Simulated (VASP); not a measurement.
The system is CaO.

```xyz
2
Lattice="3.2457 0.0000 0.0000 0.0000 3.2457 0.0000 0.0000 0.0000 3.2457" Properties=species:S:1:pos:R:3 pbc="T T T"
Ca    0.0000    0.0000    0.0000
O     1.6228    1.6228    1.6228
```

```yaml
Program: VASP 6.6.1
Task: relaxation of cell and atoms
Functional: PBE
Potentials_or_basis: VASP PAW PBE potentials, release 64 (Ca_sv, O)
Cutoff: 600 eV
k_mesh: 6 × 6 × 6
Occupations: gaussian, width 0.1 eV
Spin: no spin polarisation
```

At the start: pressure -16.9 GPa; volume 17.10 Å³/atom.

Q: How do energy, volume and symmetry change on relaxing?

A: Over 3 steps the energy falls by 302.1 meV/atom and the volume is 12.71 Å³/atom (-25.7 %); space group Pm-3m (No. 221, to 0.05 Å).

The path:
```csv
step,energy change (eV),largest force (eV/Å),pressure (GPa),volume (Å³)
1,0.0000,0.0000,-16.88,34.19
2,-0.5989,0.0000,-2.58,26.03
3,-0.6043,0.0000,-0.16,25.42
```

Final structure:
```
Ca O
1.0
     2.94028    0.00000    0.00000
     0.00000    2.94028    0.00000
     0.00000    0.00000    2.94028
Ca O
1 1
Direct
  0.00000 0.00000 0.00000
  0.50000 0.50000 0.50000
```

Caveat: the volume moved by over 15 % at a fixed basis, so the end points are rough.
